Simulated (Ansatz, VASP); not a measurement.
# Bi: VASP and Ansatz over several settings

```
Bi
1.0
    -1.99455    1.99455    1.99455
     1.99455   -1.99455    1.99455
     1.99455    1.99455   -1.99455
Bi
1
Cartesian
  0.0000 0.0000 0.0000
```

Single points on this cell with VASP 6.6.1 and Ansatz 0.2.0. Each row is one pair of runs. Alike in all rows: spin: off; smearing: fermi-dirac, width 0.05 eV.

```tsv
level	k mesh	VASP's potentials, cutoff	Ansatz's potentials, cutoff	gap on the k mesh at the Fermi level (eV), VASP	gap on the k mesh at the Fermi level (eV), Ansatz	pressure (GPa), VASP	pressure (GPa), Ansatz
b88 exchange, pbe correlation	9 × 9 × 9	VASP PAW PBE potentials, release 64 (Bi_d), 500 eV	Ansatz PAW, 420 eV	none	none	-0.4	-0.4
r2SCAN+D3(BJ)	9 × 9 × 9	VASP PAW PBE potentials, release 64 (Bi_d), 520 eV	Ansatz PAW, 500 eV	none	none	-2.3	-2.3
HSE06	6 × 6 × 6	VASP PAW PBE potentials, release 64 (Bi_d), 520 eV	Ansatz PAW, 420 eV	none	none	-1.9	-1.9
PBE0	6 × 6 × 6	VASP PAW PBE potentials, release 64 (Bi_d), 520 eV	Ansatz PAW, 420 eV	none	none	-1.9	-1.7
```

Pressure (GPa): the two programs differ by at most 0.15.

A gap of «none» marks a metal or a gap that the smearing closes.

The k mesh is coarse in some rows, so the values compare programs but aren't converged. Neither program's run includes spin-orbit coupling.
